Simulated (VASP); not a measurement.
Runs of VASP 6.6.1 on Pt. The structure is that of space group Im-3m (No. 229), or close to it. The cells are those of the table. 

| cell | gap on the mesh (eV) | pressure (GPa) |
| --- | --- | --- |
| a = 2.825, b = 2.665, c = 2.665 Å, angles 107.0, 109.5, 109.5°, 1 atom | none | (a) |
| a = 2.813, b = 2.676, c = 2.676 Å, angles 107.4, 109.5, 109.5°, 1 atom | none | -4.0 |
| a = 2.778, b = 2.710, c = 2.710 Å, angles 108.4, 109.5, 109.5°, 1 atom | none | (b) |
| a = 2.755, b = 2.733, c = 2.733 Å, angles 109.1, 109.5, 109.5°, 1 atom | none | -5.9 |
| a = 2.767, b = 2.721, c = 2.721 Å, angles 108.8, 109.5, 109.5°, 1 atom | none | -5.8 |
| a = 2.698, b = 2.790, c = 2.790 Å, angles 110.8, 109.5, 109.5°, 1 atom | none | -5.1 |
| a = 2.801, b = 2.687, c = 2.687 Å, angles 107.7, 109.5, 109.5°, 1 atom | none | -4.6 |

Alike in all rows: task single point; level r2SCAN; potentials or basis VASP PAW PBE potentials, release 64 (Pt); no spin polarisation; k mesh 22 × 22 × 22; cutoff (eV) 520; smearing gaussian 0.15 eV.

Question: Estimate the missing entries.

Answer: (a) -3.3; (b) -5.5.

Caveats: the PAW data sets were made with another functional, which shifts forces and pressure a little; spin-orbit coupling is left out, which moves the levels of the heavy elements.

A k mesh can miss the band edges, and the runs leave out spin-orbit coupling on Pt.

A gap of «none» marks levels without a gap at the run's occupations.
